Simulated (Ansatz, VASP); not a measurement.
Two plane-wave programs on SnTe

```
Te Sn
1.0
     0.00000    3.19231    3.19231
     3.19231    0.00000    3.19231
     3.19231    3.19231    0.00000
Te Sn
1 1
Direct
  0.50000 0.50000 0.50000
  0.00000 0.00000 0.00000
```

Alike in both runs: task single point; functional PBEsol-based screened hybrid; k mesh 4 × 4 × 4; occupations fermi-dirac, width 0.05 eV; no spin polarisation.

|  | VASP | Ansatz |
| --- | --- | --- |
| version | VASP 6.6.1 | Ansatz 0.2.0 |
| potentials or method | VASP PAW PBE potentials, release 64 (Te, Sn_d) | Ansatz PAW |
| plane-wave cutoff (eV) | 520 | 420 |
| valence electrons in the cell | 20 | 30 |

Ansatz gave:

* gap on the k mesh at the Fermi level (eV): 0.23
* least direct gap on the mesh (eV): 0.23
* pressure (GPa): -2.1

Estimate VASP's values.

gap on the k mesh at the Fermi level (eV): 0.17; least direct gap on the mesh (eV): 0.17; pressure (GPa): -2.3.

VASP's potentials were made for PBE, not for PBEsol-based screened hybrid. With one functional, cell and mesh, what is left measures potentials, basis and numerics. VASP's potentials hold 20 valence electrons a cell and Ansatz's 30, so a difference there can come from the potentials and not from the codes.

The k mesh is coarse, so the values compare programs but aren't converged. Spin-orbit coupling is off throughout.
